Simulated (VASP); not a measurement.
Here is a VASP 6.6.1 calculation.

INCAR

```
SYSTEM = AgBr2
PREC = Accurate
ENCUT = 520
EDIFF = 1E-6
ISMEAR = -1
SIGMA = 0.15
LREAL = .FALSE.
LASPH = .TRUE.
NELM = 60
ALGO = Normal
ISIF = 2
LWAVE = .FALSE.
LCHARG = .TRUE.
GGA = PE
LELF = .TRUE.
LVHAR = .TRUE.
NBANDS = 20
```

KPOINTS

```
Automatic mesh
0
G
  12 12 8
  0 0 0
```

The input POSCAR:

```
AgBr2
1.0
    4.0175723987      0.0000000000      0.0000000000
    0.0000000000      4.0175723987      0.0000000000
    0.0000000000      0.0000000000      6.2176448078
Ag Br
1 2
Direct
    0.0000000000      0.0000000000      0.0000000000
    0.5000000000      0.0000000000      0.2675860476
    0.0000000000      0.5000000000      0.7324139524
```

Potentials or basis: VASP PAW PBE potentials, release 64 (Ag, Br).

Command:

```sh
$ cat potpaw_PBE.64/Ag/POTCAR potpaw_PBE.64/Br/POTCAR > POTCAR
$ mpirun -np 1 vasp_std > vasp.out
```

Task: Predict the pressure.

Result: 0.0 GPa.

Task: Estimate the band gap on the k mesh.

Result: Zero (an odd number of electrons rules out a gap without spin polarisation).

Caveat: this functional lacks dispersion, which binds the layers, so the pressure and a relaxed spacing across them are unreliable; an odd number of electrons without spin polarisation forces a metal; a magnetic or distorted state may lie lower.
